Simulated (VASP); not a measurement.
Input of a VASP 6.6.1 run:

INCAR

```
SYSTEM = Nb
  ALGO = Normal
  EDIFF = 1E-6
  EDIFFG = -0.04
  ENCUT = 600
  GGA = PS
  IBRION = 2
  ISIF = 3
  ISMEAR = 0
  LASPH = .TRUE.
  LCHARG = .FALSE.
  LREAL = .FALSE.
  LWAVE = .FALSE.
  NELM = 60
  NSW = 90
  PREC = Accurate
  SIGMA = 0.1
```

The input KPOINTS:

```
k-points
0
G
  6 6 2
  0 0 0
```

Contents of POSCAR:

```
Nb
1.0
    3.0357324363      0.0000000000      0.0000000000
   -1.5178662181      2.6290214089      0.0000000000
    0.0000000000      0.0000000000      9.7908362781
Nb
4
Direct
    0.0000000000      0.0000000000      0.0000000000
    0.0000000000      0.0000000000      0.5000000000
    0.3333333333      0.6666666667      0.7500000000
    0.6666666667      0.3333333333      0.2500000000
```

Potentials or basis: VASP PAW PBE potentials, release 64 (Nb_sv).

The run is started by

```bash
$ cat potpaw_PBE.64/Nb_sv/POTCAR > POTCAR
$ mpirun -np 1 vasp_std > vasp.out
```

Estimate the relaxed volume.

17.86 Å³/atom.

What does it give for the relaxed cell?

a = 2.806 Å, b = 2.806 Å, c = 10.481 Å, α = 90.00°, β = 90.00°, γ = 120.00°.

Estimate the band gap on the k mesh.

zero (band 26 reaches 12.59 eV, above the bottom of band 27 at 11.06 eV).

Final structure:
```cif
data_structure
_symmetry_space_group_name_H-M 'P 1'
_symmetry_Int_Tables_number 1
_cell_length_a 2.8058
_cell_length_b 2.8058
_cell_length_c 10.4810
_cell_angle_alpha 90.000
_cell_angle_beta 90.000
_cell_angle_gamma 120.000
_cell_volume 71.46
loop_
_atom_site_label
_atom_site_type_symbol
_atom_site_fract_x
_atom_site_fract_y
_atom_site_fract_z
_atom_site_occupancy
Nb1 Nb 0.00000 0.00000 0.00000 1
Nb2 Nb 0.00000 0.00000 0.50000 1
Nb3 Nb 0.33333 0.66667 0.75000 1
Nb4 Nb 0.66667 0.33333 0.25000 1
```

Caveat: the k points lie up to 0.43 Å⁻¹ apart in the final cell; the PAW data sets were made with another functional, which shifts forces and pressure a little.
